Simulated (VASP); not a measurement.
# TiCo (Pm-3m) in VASP: a series of runs

Runs on TiCo. Level: PBEsol. Tasks: single point.

Program: VASP 6.6.1. These are calculated values, not measurements. Logs are shortened: lines on timing, memory, paths and dates and some standing lists are left out, and cuts for length are marked.

## 1. The cell of the first run

The structure is cubic, space group Pm-3m (No. 221). Conventional cell: a = 2.879 Å, b = 2.879 Å, c = 2.879 Å, α = 90.00°, β = 90.00°, γ = 90.00°. Within 3.3 Å of Ti (site symmetry m-3m) lie 8 Co at 2.49 Å and 6 Ti at 2.88 Å. Co (site symmetry m-3m) has 8 Ti at 2.49 Å and 6 Co at 2.88 Å within 3.3 Å.

## 2. Single point, PBEsol, collinear spin, ferromagnetic start (11.93 Å³/atom)

Contents of INCAR:

```
PREC = Accurate
ENCUT = 520
EDIFF = 1E-6
ISMEAR = 0
SIGMA = 0.1
LREAL = False
LASPH = True
NELM = 150
ALGO = Normal
ISIF = 2
LWAVE = False
LCHARG = True
ISPIN = 2
MAGMOM = 0 0.75
LORBIT = 11
LMAXMIX = 4
GGA = PS
LELF = True
LVHAR = True
NBANDS = 22
```

Contents of KPOINTS:

```
regular mesh
0
Gamma
  14 14 14
```

Contents of POSCAR:

```
TiCo
1.0
    2.8785190029      0.0000000000      0.0000000000
    0.0000000000      2.8785190029      0.0000000000
    0.0000000000      0.0000000000      2.8785190029
Ti Co
1 1
Direct
    0.0000000000      0.0000000000      0.0000000000
    0.5000000000      0.5000000000      0.5000000000
```

Potentials or basis: VASP PAW PBE potentials, release 64 (Ti_sv, Co).

Started as:

```sh
> cat potpaw_PBE.64/Ti_sv/POTCAR potpaw_PBE.64/Co/POTCAR > POTCAR
> mpirun -np 1 vasp_std > vasp.out
```

OUTCAR:

```text
PREC = Accurate
   ENCUT = 520
   EDIFF = 1E-6
   ISMEAR = 0
   LREAL = False
   LASPH = True
   NELM = 150
   ISIF = 2
   ISPIN = 2
   LORBIT = 11
   GGA = PS

 ion  position               nearest neighbor table
   1  0.000  0.000  0.000-   2 2.49   2 2.49   2 2.49   2 2.49   2 2.49   2 2.49   2 2.49   2 2.49

   2  0.500  0.500  0.500-   1 2.49   1 2.49   1 2.49   1 2.49   1 2.49   1 2.49   1 2.49   1 2.49

  LATTYP: Found a simple cubic cell.
 ALAT       =     2.8785190029

  Lattice vectors:

 A1 = (   2.8785190029,   0.0000000000,   0.0000000000)
 A2 = (   0.0000000000,   2.8785190029,   0.0000000000)
 A3 = (   0.0000000000,   0.0000000000,   2.8785190029)

Analysis of symmetry for initial positions (statically):
=====================================================================
 Subroutine PRICEL returns:
 Original cell was already a primitive cell.

 Routine SETGRP: Setting up the symmetry group for a
 simple cubic supercell.

 Subroutine GETGRP returns: Found 48 space group operations
 (whereof 48 operations were pure point group operations)
 out of a pool of 48 trial point group operations.

The static configuration has the point symmetry O_h .

Analysis of symmetry for dynamics (positions and initial velocities):
=====================================================================
 Subroutine PRICEL returns:
 Original cell was already a primitive cell.

 Routine SETGRP: Setting up the symmetry group for a
 simple cubic supercell.

 Subroutine GETGRP returns: Found 48 space group operations
 (whereof 48 operations were pure point group operations)
 out of a pool of 48 trial point group operations.

The dynamic configuration has the point symmetry O_h .

Analysis of structural, dynamic, and magnetic symmetry:
=====================================================================
 Subroutine PRICEL returns:
 Original cell was already a primitive cell.

 Routine SETGRP: Setting up the symmetry group for a
 simple cubic supercell.

 Subroutine GETGRP returns: Found 48 space group operations
 (whereof 48 operations were pure point group operations)
 out of a pool of 48 trial point group operations.

The overall configuration has the point symmetry O_h .

 Subroutine INISYM returns: Found 48 space group operations
 (whereof 48 operations are pure point group operations),
 and found     1 'primitive' translations

----------------------------------------------------------------------------------------

                                     Primitive cell

  volume of cell :      23.8510

  direct lattice vectors                    reciprocal lattice vectors
     2.878519003  0.000000000  0.000000000     0.347400868  0.000000000  0.000000000
     0.000000000  2.878519003  0.000000000     0.000000000  0.347400868  0.000000000
     0.000000000  0.000000000  2.878519003     0.000000000  0.000000000  0.347400868

  length of vectors
     2.878519003  2.878519003  2.878519003     0.347400868  0.347400868  0.347400868

  position of ions in fractional coordinates (direct lattice)
     0.000000000  0.000000000  0.000000000
     0.500000000  0.500000000  0.500000000

  ion indices of the primitive-cell ions
   primitive index   ion index
                 1           1
                 2           2

----------------------------------------------------------------------------------------

 KPOINTS: regular mesh

Automatic generation of k-mesh.
 Grid dimensions read from file:
 generate k-points for:   14   14   14

 Generating k-lattice:

  Cartesian coordinates                     Fractional coordinates (reciprocal lattice)
     0.024814348  0.000000000  0.000000000     0.071428571  0.000000000  0.000000000
     0.000000000  0.024814348  0.000000000     0.000000000  0.071428571  0.000000000
     0.000000000  0.000000000  0.024814348     0.000000000  0.000000000  0.071428571

  Length of vectors
     0.024814348  0.024814348  0.024814348

  Shift w.r.t. Gamma in fractional coordinates (k-lattice)
     0.000000000  0.000000000  0.000000000

 Subroutine IBZKPT returns following result:
 ===========================================

 Found    120 irreducible k-points:

 Following reciprocal coordinates:
            Coordinates               Weight
  0.000000  0.000000  0.000000      1.000000
  0.071429  0.000000  0.000000      6.000000
  0.142857  0.000000  0.000000      6.000000
  0.214286  0.000000  0.000000      6.000000
  0.285714  0.000000  0.000000      6.000000
  0.357143  0.000000  0.000000      6.000000
[... 16 lines left out ...]
  0.285714  0.214286  0.000000     24.000000
  0.357143  0.214286  0.000000     24.000000
 [... further k-points ...]
   k-points           NKPTS =    120   k-points in BZ     NKDIM =    120   number of bands    NBANDS=     22
   number of dos      NEDOS =    301   number of ions     NIONS =      2
   total plane-waves  NPLWV =  13824
   dimension x,y,z NGX =    24 NGY =   24 NGZ =   24
   dimension x,y,z NGXF=    48 NGYF=   48 NGZF=   48
   ions per type =               1   1
   NGX,Y,Z   is equivalent  to a cutoff of  13.86, 13.86, 13.86 a.u.
   NGXF,Y,Z  is equivalent  to a cutoff of  27.72, 27.72, 27.72 a.u.
 SYSTEM =  unknown system
   PREC   = accura    normal or accurate (medium, high low for compatibility)
   ISTART =      0    job   : 0-new  1-cont  2-samecut
   ICHARG =      2    charge: 1-file 2-atom 10-const
   ISPIN  =      2    spin polarized calculation?
   LNONCOLLINEAR =      F non collinear calculations
   LSORBIT =      F    spin-orbit coupling
   LASPH  =      T    aspherical Exc in radial PAW
   ENCUT  =  520.0 eV  38.22 Ry    6.18 a.u.   5.35  5.35  5.35*2*pi/ulx,y,z
   NELM   =    150;   NELMIN=  2; NELMDL= -5     # of ELM steps
   EDIFF  = 0.1E-05   stopping-criterion for ELM
   LREAL  =      F    real-space projection
   EDIFFG = 0.1E-04   stopping-criterion for IOM
   NSW    =      0    number of steps for IOM
   IBRION =     -1    ionic relax: 0-MD 1-quasi-New 2-CG
   NFREE  =      0    steps in history (QN), initial steepest desc. (CG)
   ISIF   =      2    stress and relaxation
   ISYM   =      2    0-nonsym 1-usesym 2-fastsym
   POTIM  = 0.5000    time-step for ionic-motion
   TEBEG  =    0.0;   TEEND  =   0.0 temperature during run
   PSTRESS=    0.0 pullay stress
   NELECT =      21.0000    total number of electrons
   NUPDOWN=      -1.0000    fix difference up-down
   EMIN   =  10.00;   EMAX   =-10.00  energy-range for DOS
   EFERMI =   0.00;   METHOD = LEGACY
   ISMEAR =     0;   SIGMA  =   0.10  broadening in eV -4-tet -1-fermi 0-gaus
   EFERMI_NEDOS =   21; number of points for ismear=-14 and -15
   IALGO  =     38    algorithm
   IMIX   =      4    mixing-type and parameters
     AMIX     =   0.40;   BMIX     =  1.00
     AMIX_MAG =   1.60;   BMIX_MAG =  1.00
  volume/ion in A,a.u.               =      11.93        80.48
  Fermi-wavevector in a.u.,A,eV,Ry     =   1.569081  2.965134 33.497770  2.462017
  Thomas-Fermi vector in A             =   2.671017
   LORBIT       =     11    0 simple, 1 ext, 2 COOP (PROOUT), +10 PAW based schemes
   GGA     = PS    functional components
   LHFCALC =     F    Hartree Fock is set to
   AEXX    =    0.0000 exact exchange contribution
   IVDW    =     0    specifies the selected vdW correction
   LEPSILON=     F    determine dielectric tensor
   LRPA    =     F    only Hartree local field effects (RPA)
 spin polarized calculation
 Gauss-broadening in eV      SIGMA  =   0.10
  energy-cutoff  :      520.00
  volume of cell :       23.85
 maximum number of plane-waves:       660
 NGX is ok and might be reduce to    24
   NGX = 11   NGY = 11   NGZ = 11

 number of electron      21.0000005 magnetization       0.4092530

 Free energy of the ion-electron system (eV)
  ---------------------------------------------------
  ext. energy  EPLUGINS =         0.00000000
  ---------------------------------------------------
  free energy    TOTEN  =       -16.85477570 eV

  energy without entropy =      -16.84457444  energy(sigma->0) =      -16.84967507

 E-fermi :  11.2692     XC(G=0): -13.3371

 val. band max:       11.2651034261   @ k =   0.3571   0.1429   0.0714
 cond. band min:      11.2777323734   @ k =   0.3571   0.1429   0.0000
 fundamental gap:      0.0126289473
 Fermi energy:        11.2691944643

 spin component 1

 k-point     1 :       0.0000    0.0000    0.0000
  band No.  band energies     occupation
      1     -45.5233      1.00000
      2     -21.6743      1.00000
      3     -21.6743      1.00000
      4     -21.6743      1.00000
      5       3.1120      1.00000
      6       6.7188      1.00000
[... 14 lines left out ...]
     21      33.0111      0.00000
     22      33.0400      0.00000

 k-point     2 :       0.0714    0.0000    0.0000
  band No.  band energies     occupation
      1     -45.5207      1.00000
      2     -21.6971      1.00000
      3     -21.6728      1.00000
      4     -21.6728      1.00000
      5       3.2246      1.00000
      6       6.7685      1.00000
[... 14 lines left out ...]
     21      32.8242      0.00000
     22      33.1077      0.00000

 k-point     3 :       0.1429    0.0000    0.0000
  band No.  band energies     occupation
      1     -45.5135      1.00000
      2     -21.7604      1.00000
      3     -21.6685      1.00000
      4     -21.6685      1.00000
      5       3.5549      1.00000
      6       6.9147      1.00000
[... 14 lines left out ...]
     21      32.3643      0.00000
     22      33.2398      0.00000
[... 476 lines left out ...]
 k-point    23 :       0.2857    0.2143    0.0000
  band No.  band energies     occupation
      1     -45.4727      1.00000
      2     -21.9281      1.00000
      3     -21.8195      1.00000
      4     -21.6403      1.00000
      5       5.4582      1.00000
      6       7.4352      1.00000
[... 14 lines left out ...]
     21      30.9059      0.00000
     22      32.7787      0.00000

 k-point    24 :       0.3571    0.2143    0.0000
  band No.  band energies     occupation
      1     -45.4627      1.00000
      2     -22.0123      1.00000
      3     -21.8103      1.00000
      4     -21.6331      1.00000
      5       6.0366      1.00000
      6       7.4628      1.00000
[... 14 lines left out ...]
     21      30.4281      0.00000
     22      32.4686      0.00000

 [... further k-points ...]

 spin component 2

 k-point     1 :       0.0000    0.0000    0.0000
  band No.  band energies     occupation
      1     -45.5091      1.00000
      2     -21.6604      1.00000
      3     -21.6604      1.00000
      4     -21.6604      1.00000
      5       3.1335      1.00000
      6       6.9855      1.00000
[... 14 lines left out ...]
     21      33.0217      0.00000
     22      33.0217      0.00000

 k-point     2 :       0.0714    0.0000    0.0000
  band No.  band energies     occupation
      1     -45.5066      1.00000
      2     -21.6832      1.00000
      3     -21.6588      1.00000
      4     -21.6588      1.00000
      5       3.2461      1.00000
      6       7.0385      1.00000
[... 14 lines left out ...]
     21      32.8052      0.00000
     22      33.0912      0.00000

 k-point     3 :       0.1429    0.0000    0.0000
  band No.  band energies     occupation
      1     -45.4993      1.00000
      2     -21.7467      1.00000
      3     -21.6545      1.00000
      4     -21.6545      1.00000
      5       3.5768      1.00000
      6       7.1950      1.00000
[... 14 lines left out ...]
     21      32.3435      0.00000
     22      33.2299      0.00000
[... 476 lines left out ...]
 k-point    23 :       0.2857    0.2143    0.0000
  band No.  band energies     occupation
      1     -45.4584      1.00000
      2     -21.9150      1.00000
      3     -21.8061      1.00000
      4     -21.6264      1.00000
      5       5.4944      1.00000
      6       7.7057      1.00000
[... 14 lines left out ...]
     21      30.8984      0.00000
     22      32.8214      0.00000

 k-point    24 :       0.3571    0.2143    0.0000
  band No.  band energies     occupation
      1     -45.4484      1.00000
      2     -21.9995      1.00000
      3     -21.7969      1.00000
      4     -21.6191      1.00000
      5       6.0931      1.00000
      6       7.6880      1.00000
[... 14 lines left out ...]
     21      30.4172      0.00000
     22      32.5200      0.00000

 [... further k-points ...]

------------------------ aborting loop because EDIFF is reached ----------------------------------------

  FORCE on cell =-STRESS in cart. coord.  units (eV):
  Direction    XX          YY          ZZ          XY          YZ          ZX
  --------------------------------------------------------------------------------------
  -------------------------------------------------------------------------------------
  Total        1.8247183      1.8247183      1.8247183      0.0000000      0.0000000      0.0000000
  in kB      122.5742125    122.5742125    122.5742125      0.0000000      0.0000000      0.0000000
  external PRESSURE =     122.5742125 kB  Pullay stress =       0.0000000 kB

 VOLUME and BASIS-vectors are now :
 -----------------------------------------------------------------------------
  energy-cutoff  :      520.00
  volume of cell :       23.85
      direct lattice vectors                 reciprocal lattice vectors
     2.878519003  0.000000000  0.000000000     0.347400868  0.000000000  0.000000000
     0.000000000  2.878519003  0.000000000     0.000000000  0.347400868  0.000000000
     0.000000000  0.000000000  2.878519003     0.000000000  0.000000000  0.347400868

 POSITION                                       TOTAL-FORCE (eV/Angst)
 -----------------------------------------------------------------------------------
      0.00000      0.00000      0.00000         0.000000      0.000000      0.000000
      1.43926      1.43926      1.43926         0.000000      0.000000      0.000000
 -----------------------------------------------------------------------------------
    total drift:                                0.000000      0.000000     -0.000000

  FREE ENERGIE OF THE ION-ELECTRON SYSTEM (eV)
  ---------------------------------------------------
  free  energy   TOTEN  =       -16.8547757022 eV

  energy  without entropy=      -16.8445744380  energy(sigma->0) =      -16.84967507

 total charge

# of ion       s       p       d       tot
------------------------------------------
    1        2.276   6.221   1.965  10.461
    2        0.570   0.519   7.409   8.497
--------------------------------------------------
tot          2.845   6.739   9.374  18.958

 magnetization (x)

# of ion       s       p       d       tot
------------------------------------------
    1       -0.001  -0.005   0.014   0.008
    2        0.017  -0.001   0.396   0.412
--------------------------------------------------
tot          0.016  -0.006   0.410   0.420
```

Wall time 88 s (1 thread of Intel Xeon Platinum 8375C at 2.90GHz (Ice Lake), shared host); peak memory 0.22 GiB.

What came out:

```
Free energy                                           : -16.8548 eV
Pressure                                              : 12.3 GPa
Net moment                                            : 0.41 μB per cell
Site moments                                          : Ti +0.01; Co +0.41 μB
Valence electrons inside the program's atomic spheres : Ti 10.46; Co 8.50
```

Levels at points of the mesh, in eV from the Fermi level:
Spin up:
| k point | band 8 | band 9 | band 10 | band 11 | band 12 | band 13 | band 14 | band 15 |
| --- | --- | --- | --- | --- | --- | --- | --- | --- |
| (0.00, 0.00, 0.00) | -1.84 | -1.84 | -1.84 | 0.72 | 0.72 | 3.09 | 3.09 | 3.09 |
| (0.50, 0.00, 0.00) | -1.92 | -1.92 | -1.37 | -1.00 | -0.06 | 0.67 | 0.67 | 2.50 |
| (0.50, 0.50, 0.00) | -2.91 | -1.03 | -0.40 | 0.82 | 0.82 | 1.32 | 2.90 | 2.90 |
| (0.50, 0.50, 0.50) | -2.45 | -2.45 | -2.45 | -1.00 | -1.00 | 3.60 | 3.60 | 7.91 |
Spin down:
```tsv
k point	band 8	band 9	band 10	band 11	band 12	band 13
(0.00, 0.00, 0.00)	-1.58	-1.58	-1.58	0.97	0.97	3.16
(0.50, 0.00, 0.00)	-1.65	-1.65	-1.07	-1.03	0.43	0.69
(0.50, 0.50, 0.00)	-2.71	-0.42	0.05	0.83	0.83	1.42
(0.50, 0.50, 0.50)	-2.43	-2.43	-2.43	-0.38	-0.38	3.60
```

Caveat: the cell stands under pressure; the PAW data sets were made with another functional, which shifts forces and pressure a little.

## 3. Single point, PBEsol, collinear spin, ferromagnetic start (12.31 Å³/atom)

This run uses another cell than the first one, of 12.31 Å³/atom.

Contents of INCAR:

```
  PREC = Accurate
  ENCUT = 520
  EDIFF = 1E-6
  ISMEAR = 0
  SIGMA = 0.1
  LREAL = False
  LASPH = True
  NELM = 150
  ALGO = Normal
  ISIF = 2
  LWAVE = False
  LCHARG = False
  ISPIN = 2
  MAGMOM = 0 0.75
  LORBIT = 11
  LMAXMIX = 4
  GGA = PS
  NBANDS = 22
```

KPOINTS is that of step 2.

Contents of POSCAR:

```
TiCo
1.0
    2.9088214297      0.0000000000      0.0000000000
    0.0000000000      2.9088214297      0.0000000000
    0.0000000000      0.0000000000      2.9088214297
Ti Co
1 1
Direct
    0.0000000000      0.0000000000      0.0000000000
    0.5000000000      0.5000000000      0.5000000000
```

Potentials or basis: VASP PAW PBE potentials, release 64 (Ti_sv, Co).

Started as:

```sh
> cat potpaw_PBE.64/Ti_sv/POTCAR potpaw_PBE.64/Co/POTCAR > POTCAR
> mpirun -np 1 vasp_std > vasp.out
```

It took 84 s on 1 thread of Intel Xeon Platinum 8375C at 2.90GHz (Ice Lake), shared host; peak memory 0.22 GiB.

The run converged. Its results:

```yaml
Free_energy: -16.8960 eV
Pressure: 5.3 GPa
Net_moment: 0.49 μB per cell
Site_moments: Ti -0.00; Co +0.51 μB
Valence_electrons_inside_the_program's_atomic_spheres: Ti 10.41; Co 8.44
```

Levels at points of the mesh, in eV from the Fermi level:
Spin up:
```
           k point  band 7  band 8  band 9  band 10  band 11  band 12  band 13  band 14  band 15  band 16
(0.00, 0.00, 0.00)   -4.40   -1.81   -1.81    -1.81     0.66     0.66     2.97     2.97     2.97     9.49
(0.50, 0.00, 0.00)   -3.01   -1.91   -1.91    -1.38    -0.93    -0.17     0.66     0.66     2.42     4.27
(0.50, 0.50, 0.00)   -2.83   -2.83   -1.10    -0.47     0.74     0.74     1.26     2.77     2.77     3.39
(0.50, 0.50, 0.50)   -2.81   -2.36   -2.36    -2.36    -1.07    -1.07     3.47     3.47     7.61     8.98
```
Spin down:
```
           k point  band 7  band 8  band 9  band 10  band 11  band 12  band 13  band 14
(0.00, 0.00, 0.00)   -4.08   -1.50   -1.50    -1.50     0.96     0.96     3.04     3.04
(0.50, 0.00, 0.00)   -2.40   -1.57   -1.57    -1.01    -0.97     0.42     0.68     0.68
(0.50, 0.50, 0.00)   -2.58   -2.58   -0.35     0.08     0.75     0.75     1.37     2.90
(0.50, 0.50, 0.50)   -2.53   -2.34   -2.34    -2.34    -0.31    -0.31     3.45     3.45
```

Caveat: the cell stands under pressure; the PAW data sets were made with another functional, which shifts forces and pressure a little.

(Part 1 of 2 ends here.)
